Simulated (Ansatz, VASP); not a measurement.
One calculation of MgI2, two programs

The input INCAR:

```
SYSTEM = MgI2
PREC     = Accurate       ! precision mode
ENCUT    = 520            ! plane-wave cutoff, eV
EDIFF    = 1E-6           ! SCF threshold, eV
ISMEAR   = 0              ! smearing method
SIGMA    = 0.05           ! smearing width, eV
LREAL    = .FALSE.        ! projectors in reciprocal space
LASPH    = .TRUE.         ! aspherical terms in the spheres
NELM     = 100            ! most SCF steps
ALGO     = Normal         ! electronic algorithm
ISIF     = 2              ! what is computed and relaxed
LWAVE    = .FALSE.        ! write WAVECAR
LCHARG   = .TRUE.         ! write CHGCAR
GGA      = PE             ! functional
IVDW     = 12             ! dispersion correction
LELF     = .TRUE.         ! ELF
LVHAR    = .TRUE.       
NBANDS   = 15             ! bands
```

The input KPOINTS:

```
regular mesh
0
G
  6 6 4
  0 0 0
```

File POSCAR:

```
MgI2
1.0
    4.4859961311      0.0000000000      0.0000000000
   -2.2429980655      3.8849866108      0.0000000000
    0.0000000000      0.0000000000      6.8620000000
Mg I
1 2
Direct
    0.0000000000      0.0000000000      0.0000000000
    0.3333333333      0.6666666667      0.7576300000
    0.6666666667      0.3333333333      0.2423700000
```

Input for Ansatz:

```yaml
crystal:
  lattice:
    - [4.4859961311, 0.0, 0.0]
    - [-2.2429980655, 3.8849866108, 0.0]
    - [0.0, 0.0, 6.862]
  atoms:
    - { symbol: Mg, position: [0.0, 0.0, 0.0] }
    - { symbol: I, position: [0.3333333333, 0.6666666667, 0.75763] }
    - { symbol: I, position: [0.6666666667, 0.3333333333, 0.24237] }
basis:
  ecutwfc: 420
kpoints:
  mp_grid: { grid: [6, 6, 4] }
hamiltonian:
  xc: pbe
  dispersion: d3bj
scf:
  occupations: { method: gaussian, width: 0.05 }
output:
  forces: true
  stress: true
  eigenvalues: true
```

Change from the starting cell: strain +0.080 along x and y, +0.000 along z, atoms carried along.

Alike in both runs: task single point; functional PBE; dispersion D3(BJ); k mesh 6 × 6 × 4; occupations gaussian, width 0.05 eV; no spin polarisation.

|  | VASP | Ansatz |
| --- | --- | --- |
| version | VASP 6.6.1 | Ansatz 0.2.0 |
| potentials or method | VASP PAW PBE potentials, release 64 (Mg, I), cutoff 520 eV | scalar-relativistic, plane waves, PAW |
| valence electrons in the cell | 16 | 44 |

|  | VASP | Ansatz | Ansatz less VASP |
| --- | --- | --- | --- |
| gap on the k mesh at the Fermi level (eV) | 2.69 | 2.71 | +0.019 |
| least direct gap on the mesh (eV) | 2.69 | 2.71 | +0.019 |
| pressure (GPa) | -3.6 | -3.6 | +0.05 |
| traceless stress, the component that is largest in VASP (GPa) | 1.44 | 1.43 | -0.006 |
| rms of the force components (eV/Å) | 0.192 | 0.188 | -0.0042 |

Atom by atom the forces differ by 0.004 eV/Å (rms over components). VASP's potentials hold 16 valence electrons a cell and Ansatz's 44, so a difference there can come from the potentials and not from the codes.

Spin-orbit coupling is off throughout.
